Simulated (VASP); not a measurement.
ZnS, 2 atoms in the cell. Symmetry: F-43m, No. 216, cubic system. The conventional cell has a = 5.356 Å, b = 5.356 Å, c = 5.356 Å, α = 90.00°, β = 90.00°, γ = 90.00°. Zn (site symmetry -43m) has 4 S at 2.32 Å within 3.1 Å. Within 3.1 Å of S (site symmetry -43m) lie 4 Zn at 2.32 Å. 

```yaml
Program: VASP 6.6.1
Task: vibrations by perturbation theory
Functional: PBEsol
Potentials_or_basis: VASP PAW PBE potentials, release 64 (Zn, S)
Cutoff: 520 eV
k_mesh: 10 × 10 × 10
Occupations: gaussian, width 0.01 eV
Spin: no spin polarisation
Dipole_correction: no
Further_INCAR_settings: ALGO = Normal; EDIFF = 1e-08; IBRION = 8; NSW = 1
```

Potentials or basis: VASP PAW PBE potentials, release 64 (Zn, S).

Run with:

```console
$ cat potpaw_PBE.64/Zn/POTCAR potpaw_PBE.64/S/POTCAR > POTCAR
$ mpirun -np 1 vasp_std > vasp.out
```

Hardware: 1 thread of Intel(R) Xeon(R) Platinum 8488C (Sapphire Rapids), on a shared host.

Task: Estimate the wall time of this run.

Result: It took 6.3 min on 1 thread of Intel(R) Xeon(R) Platinum 8488C (Sapphire Rapids), on a shared host, peak memory 0.34 GiB. Counts: scf iterations 149, k points 47.
